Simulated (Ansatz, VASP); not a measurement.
## Ge in VASP and in Ansatz

```
CELL_PARAMETERS angstrom
5.33395 0.00000 0.00000
0.00000 5.33395 0.00000
0.00000 0.00000 5.33395
ATOMIC_POSITIONS crystal
Ge 0.50000 0.50000 0.50000
Ge 0.00000 0.00000 0.00000
Ge 0.25000 0.00000 0.50000
Ge 0.50000 0.25000 0.00000
Ge 0.50000 0.75000 0.00000
Ge 0.75000 0.00000 0.50000
Ge 0.00000 0.50000 0.75000
Ge 0.00000 0.50000 0.25000
```

Alike in both runs: functional PBEsol; k mesh 4 × 4 × 4; occupations gaussian, width 0.1 eV; no spin polarisation.

Ansatz relaxed the structure, and its values are those at the end. VASP's run is a single point on that final structure, the one shown.

```csv
,VASP,Ansatz
version,VASP 6.6.1,Ansatz 0.2.0
potentials or method,"VASP PAW PBE potentials, release 64 (Ge_d), cutoff 520 eV","scalar-relativistic, plane waves, PAW"
valence electrons in the cell,112,112
```

|  | VASP | Ansatz | Ansatz less VASP |
| --- | --- | --- | --- |
| gap on the k mesh at the Fermi level (eV) | none | none | - |
| pressure (GPa) | -0.2 | -0.1 | +0.09 |

VASP's potentials were made for PBE, not for PBEsol. A gap of «none» marks a metal or a gap that the smearing closes. The functional is the same, so the differences come from potentials, cutoffs and numerics.
